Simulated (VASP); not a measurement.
# Cu in VASP: relaxation of the atoms with PBE

Aim: the relaxation of the atoms of Cu with PBE.

Program: VASP 6.6.1. These are calculated values, not measurements. Logs are shortened: lines on timing, memory, paths and dates and some standing lists are left out, and cuts for length are marked.

### 1 The cell of the first run

The cell holds a slab with vacuum, 6 atoms: a = 2.556 Å, b = 2.556 Å, c = 25.436 Å, α = 90.00°, β = 90.00°, γ = 120.00°.

### 2 Relaxation of the atoms, PBE

The input, INCAR:

```
ALGO = Normal
DIPOL = 0.5 0.5 0.500
EDIFF = 1E-6
EDIFFG = -0.02
ENCUT = 520
GGA = PE
IBRION = 2
IDIPOL = 3
ISIF = 2
ISMEAR = -1
LASPH = T
LCHARG = F
LDIPOL = T
LREAL = F
LWAVE = F
NELM = 60
NSW = 60
PREC = Accurate
SIGMA = 0.05
```

The input, KPOINTS:

```
k-points
0
Gamma
  12 12 1
```

The input, POSCAR:

```
Cu
1.0
    2.5561910140      0.0000000000      0.0000000000
   -1.2780955070      2.2137263550      0.0000000000
    0.0000000000      0.0000000000     25.4356061156
Cu
6
Selective dynamics
Direct
    0.6666666667      0.3333333333      0.2948622481  F F F
    0.3333333333      0.6666666667      0.3769173488  F F F
    0.0000000000      0.0000000000      0.4589724496  F F F
    0.6666666667      0.3333333333      0.5410275504  T T T
    0.3333333333      0.6666666667      0.6230826512  T T T
    0.0000000000      0.0000000000      0.7051377519  T T T
```

Potentials or basis: VASP PAW PBE potentials, release 64 (Cu).

Run with:

```bash
> cat potpaw_PBE.64/Cu/POTCAR > POTCAR
> mpirun -np 1 vasp_std > vasp.out
```

OUTCAR:

```text
EDIFF = 1E-6
   EDIFFG = -0.02
   ENCUT = 520
   GGA = PE
   IBRION = 2
   ISIF = 2
   ISMEAR = -1
   LASPH = T
   LREAL = F
   NELM = 60
   NSW = 60
   PREC = Accurate

 ion  position               nearest neighbor table
   1  0.667  0.333  0.295-   2 2.56   2 2.56   2 2.56
   2  0.333  0.667  0.377-   1 2.56   1 2.56   1 2.56   3 2.56   3 2.56   3 2.56
   3  0.000  0.000  0.459-   2 2.56   4 2.56   2 2.56   4 2.56   2 2.56   4 2.56
   4  0.667  0.333  0.541-   5 2.56   5 2.56   3 2.56   3 2.56   3 2.56   5 2.56
   5  0.333  0.667  0.623-   6 2.56   6 2.56   6 2.56   4 2.56   4 2.56   4 2.56
   6  0.000  0.000  0.705-   5 2.56   5 2.56   5 2.56

  LATTYP: Found a hexagonal cell.
 ALAT       =     2.5561910140
 C/A-ratio  =     9.9505889725

  Lattice vectors:

 A1 = (   2.5561910140,   0.0000000000,   0.0000000000)
 A2 = (  -1.2780955070,   2.2137263550,   0.0000000000)
 A3 = (   0.0000000000,   0.0000000000,  25.4356061156)

Analysis of symmetry for initial positions (statically):
=====================================================================
 Subroutine PRICEL returns:
 Original cell was already a primitive cell.

 Routine SETGRP: Setting up the symmetry group for a
 hexagonal supercell.

 Subroutine GETGRP returns: Found 12 space group operations
 (whereof  6 operations were pure point group operations)
 out of a pool of 24 trial point group operations.

The static configuration has the point symmetry C_3v.
 The point group associated with its full space group is D_3d.

Analysis of symmetry for dynamics (positions and initial velocities):
=====================================================================
 Subroutine PRICEL returns:
 Original cell was already a primitive cell.

 Routine SETGRP: Setting up the symmetry group for a
 hexagonal supercell.

 Subroutine GETGRP returns: Found 12 space group operations
 (whereof  6 operations were pure point group operations)
 out of a pool of 24 trial point group operations.

The dynamic configuration has the point symmetry C_3v.
 The point group associated with its full space group is D_3d.

Analysis of constrained symmetry for selective dynamics:
=====================================================================
 Subroutine PRICEL returns:
 Original cell was already a primitive cell.

 Routine SETGRP: Setting up the symmetry group for a
 hexagonal supercell.

 Subroutine GETGRP returns: Found  6 space group operations
 (whereof  6 operations were pure point group operations)
 out of a pool of 24 trial point group operations.

The constrained configuration has the point symmetry C_3v.

 Subroutine INISYM returns: Found  6 space group operations
 (whereof  6 operations are pure point group operations),
 and found     1 'primitive' translations

----------------------------------------------------------------------------------------

                                     Primitive cell

  volume of cell :     143.9327

  direct lattice vectors                    reciprocal lattice vectors
     2.556191014  0.000000000  0.000000000     0.391207071  0.225863508  0.000000000
    -1.278095507  2.213726355  0.000000000     0.000000000  0.451727016  0.000000000
     0.000000000  0.000000000 25.435606116     0.000000000  0.000000000  0.039314966

  length of vectors
     2.556191014  2.556191014 25.435606116     0.451727016  0.451727016  0.039314966

  position of ions in fractional coordinates (direct lattice)
     0.666666667  0.333333333  0.294862248
     0.333333333  0.666666667  0.376917349
     0.000000000  0.000000000  0.458972450
     0.666666667  0.333333333  0.541027550
     0.333333333  0.666666667  0.623082651
     0.000000000  0.000000000  0.705137752

  ion indices of the primitive-cell ions
   primitive index   ion index
                 1           1
                 2           2
                 3           3
                 4           4
                 5           5
                 6           6

----------------------------------------------------------------------------------------

 KPOINTS: k-points

Automatic generation of k-mesh.
 Grid dimensions read from file:
 generate k-points for:   12   12    1

 Generating k-lattice:
[... 42 lines left out ...]
   dimension x,y,z NGXF=    40 NGYF=   40 NGZF=  384
   ions per type =               6
   NGX,Y,Z   is equivalent  to a cutoff of  13.01, 13.01, 12.55 a.u.
   NGXF,Y,Z  is equivalent  to a cutoff of  26.01, 26.01, 25.10 a.u.
 SYSTEM =  unknown system
   PREC   = accura    normal or accurate (medium, high low for compatibility)
   ISTART =      0    job   : 0-new  1-cont  2-samecut
   ICHARG =      2    charge: 1-file 2-atom 10-const
   ISPIN  =      1    spin polarized calculation?
   LNONCOLLINEAR =      F non collinear calculations
   LSORBIT =      F    spin-orbit coupling
   LASPH  =      T    aspherical Exc in radial PAW
   ENCUT  =  520.0 eV  38.22 Ry    6.18 a.u.   4.75  4.75 47.29*2*pi/ulx,y,z
   NELM   =     60;   NELMIN=  2; NELMDL= -5     # of ELM steps
   EDIFF  = 0.1E-05   stopping-criterion for ELM
   LREAL  =      F    real-space projection
   EDIFFG = -.2E-01   stopping-criterion for IOM
   NSW    =     60    number of steps for IOM
   IBRION =      2    ionic relax: 0-MD 1-quasi-New 2-CG
   NFREE  =      1    steps in history (QN), initial steepest desc. (CG)
   ISIF   =      2    stress and relaxation
   ISYM   =      2    0-nonsym 1-usesym 2-fastsym
   POTIM  = 0.5000    time-step for ionic-motion
   TEBEG  =    0.0;   TEEND  =   0.0 temperature during run
   PSTRESS=    0.0 pullay stress
   NELECT =      66.0000    total number of electrons
   NUPDOWN=      -1.0000    fix difference up-down
   EMIN   =  10.00;   EMAX   =-10.00  energy-range for DOS
   EFERMI =   0.00;   METHOD = LEGACY
   ISMEAR =    -1;   SIGMA  =   0.05  broadening in eV -4-tet -1-fermi 0-gaus
   EFERMI_NEDOS =   21; number of points for ismear=-14 and -15
   IALGO  =     38    algorithm
   IMIX   =      4    mixing-type and parameters
     AMIX     =   0.40;   BMIX     =  1.00
     AMIX_MAG =   1.60;   BMIX_MAG =  1.00
  volume/ion in A,a.u.               =      23.99       161.88
  Fermi-wavevector in a.u.,A,eV,Ry     =   1.262418  2.385623 21.683580  1.593698
  Thomas-Fermi vector in A             =   2.395827
   LORBIT       =      0    0 simple, 1 ext, 2 COOP (PROOUT), +10 PAW based schemes
   GGA     = PE    functional components
   LHFCALC =     F    Hartree Fock is set to
   AEXX    =    0.0000 exact exchange contribution
   IVDW    =     0    specifies the selected vdW correction
   LEPSILON=     F    determine dielectric tensor
   LRPA    =     F    only Hartree local field effects (RPA)
 conjugate gradient relaxation of ions
 non-spin polarized calculation
  energy-cutoff  :      520.00
  volume of cell :      143.93
 maximum number of plane-waves:      3899
 NGX is ok and might be reduce to    20
   NGX =  9   NGY =  9   NGZ = 95

--------------------------------------- Ionic step        1  -------------------------------------------

 number of electron      66.0000005 magnetization

 Free energy of the ion-electron system (eV)
  ---------------------------------------------------
  ext. energy  EPLUGINS =         0.00000000
  ---------------------------------------------------
  free energy    TOTEN  =       -21.43758161 eV

  energy without entropy =      -21.41360206  energy(sigma->0) =      -21.42559184

------------------------ aborting loop because EDIFF is reached ----------------------------------------

  FORCE on cell =-STRESS in cart. coord.  units (eV):
  Direction    XX          YY          ZZ          XY          YZ          ZX
  --------------------------------------------------------------------------------------
  -------------------------------------------------------------------------------------
  Total        0.0142546      0.0142546     -0.0797046      0.0000000     -0.0000000      0.0000000
  in kB        0.1586745      0.1586745     -0.8872272      0.0000000     -0.0000000      0.0000000
  external PRESSURE =      -0.1899594 kB  Pullay stress =       0.0000000 kB

 VOLUME and BASIS-vectors are now :
 -----------------------------------------------------------------------------
  energy-cutoff  :      520.00
  volume of cell :      143.93
      direct lattice vectors                 reciprocal lattice vectors
     2.556191014  0.000000000  0.000000000     0.391207071  0.225863508  0.000000000
    -1.278095507  2.213726355  0.000000000     0.000000000  0.451727016  0.000000000
     0.000000000  0.000000000 25.435606116     0.000000000  0.000000000  0.039314966

 POSITION                                       TOTAL-FORCE (eV/Angst)
 -----------------------------------------------------------------------------------
      1.27810      0.73791      7.50000        -0.000000     -0.000000      0.019017
     -0.00000      1.47582      9.58712        -0.000000      0.000000     -0.024403
      0.00000      0.00000     11.67424        -0.000000      0.000000     -0.006596
      1.27810      0.73791     13.76136         0.000000     -0.000000      0.004962
     -0.00000      1.47582     15.84848         0.000000     -0.000000      0.024411
      0.00000      0.00000     17.93561         0.000000      0.000000     -0.017392
 -----------------------------------------------------------------------------------
    total drift:                               -0.000000     -0.000000     -0.000027

  FREE ENERGIE OF THE ION-ELECTRON SYSTEM (eV)
  ---------------------------------------------------
  free  energy   TOTEN  =       -21.4375816077 eV

  energy  without entropy=      -21.4136020638  energy(sigma->0) =      -21.42559184

 dipolmoment           0.000000      0.000000     -0.000061 electrons x Angstroem

--------------------------------------- Ionic step        2  -------------------------------------------

 number of electron      66.0000003 magnetization

 dipolmoment           0.000000      0.000000      0.000009 electrons x Angstroem

 Free energy of the ion-electron system (eV)
  ---------------------------------------------------
  ext. energy  EPLUGINS =         0.00000000
  ---------------------------------------------------
  free energy    TOTEN  =       -21.43761791 eV

  energy without entropy =      -21.41366588  energy(sigma->0) =      -21.42564189

 E-fermi :   1.4398     XC(G=0):  -6.9780

 val. band max:        1.4133282136   @ k =   0.2500   0.2500   0.0000
 cond. band min:       1.4948763376   @ k =   0.4167   0.0833   0.0000
 fundamental gap:      0.0815481240
 Fermi energy:         1.4397863404

 k-point     1 :       0.0000    0.0000    0.0000
  band No.  band energies     occupation
      1      -7.7289      2.00000
      2      -7.1052      2.00000
      3      -6.1119      2.00000
      4      -4.9419      2.00000
      5      -4.0246      2.00000
      6      -3.7038      2.00000
[... 787 lines left out ...]
     38       6.6005      0.00000
     39       6.6013      0.00000

------------------------ aborting loop because EDIFF is reached ----------------------------------------

 vacuum level on the upper side and lower side of the slab       (xc-potential included)        -0.080        -0.080

  FORCE on cell =-STRESS in cart. coord.  units (eV):
  Direction    XX          YY          ZZ          XY          YZ          ZX
  --------------------------------------------------------------------------------------
  -------------------------------------------------------------------------------------
  Total        0.0180936      0.0180936     -0.0744072      0.0000000      0.0000000      0.0000000
  in kB        0.2014074      0.2014074     -0.8282587      0.0000000      0.0000000      0.0000000
  external PRESSURE =      -0.1418147 kB  Pullay stress =       0.0000000 kB

 VOLUME and BASIS-vectors are now :
 -----------------------------------------------------------------------------
  energy-cutoff  :      520.00
  volume of cell :      143.93
      direct lattice vectors                 reciprocal lattice vectors
     2.556191014  0.000000000  0.000000000     0.391207071  0.225863508  0.000000000
    -1.278095507  2.213726355  0.000000000     0.000000000  0.451727016  0.000000000
     0.000000000  0.000000000 25.435606116     0.000000000  0.000000000  0.039314966

 POSITION                                       TOTAL-FORCE (eV/Angst)
 -----------------------------------------------------------------------------------
      1.27810      0.73791      7.50000        -0.000000      0.000000      0.019187
     -0.00000      1.47582      9.58712        -0.000000      0.000000     -0.024058
      0.00000      0.00000     11.67424         0.000000     -0.000000     -0.005037
      1.27810      0.73791     13.76160         0.000000      0.000000      0.007059
     -0.00000      1.47582     15.84966         0.000000     -0.000000      0.009796
      0.00000      0.00000     17.93477         0.000000     -0.000000     -0.006948
 -----------------------------------------------------------------------------------
    total drift:                               -0.000000     -0.000000      0.000359

  FREE ENERGIE OF THE ION-ELECTRON SYSTEM (eV)
  ---------------------------------------------------
  free  energy   TOTEN  =       -21.4376179093 eV

  energy  without entropy=      -21.4136658764  energy(sigma->0) =      -21.42564189

 reached required accuracy - stopping structural energy minimisation

 vacuum level on the upper side and lower side of the slab         6.014         6.018
```

It took 2.2 min on 1 thread of AMD EPYC 9R45 (Zen 5), shared host; peak memory 0.26 GiB.

Results:

```yaml
Free_energy: -21.4376 eV
Energy_gained_by_relaxing: 0.0 meV/atom
Ionic_steps: 2
Band_gap_on_the_k_mesh: zero (bands 33 and 34 overlap by 5.00 eV)
```

Final structure:
```
Cu
1.0
     2.55619    0.00000    0.00000
    -1.27810    2.21373    0.00000
     0.00000    0.00000   25.43561
Cu
6
Direct
  0.66667 0.33333 0.29486
  0.33333 0.66667 0.37692
  0.00000 0.00000 0.45897
  0.66667 0.33333 0.54104
  0.33333 0.66667 0.62313
  0.00000 0.00000 0.70510
```

The gap in the log of VASP goes by the Fermi energy; the results here count the filled bands.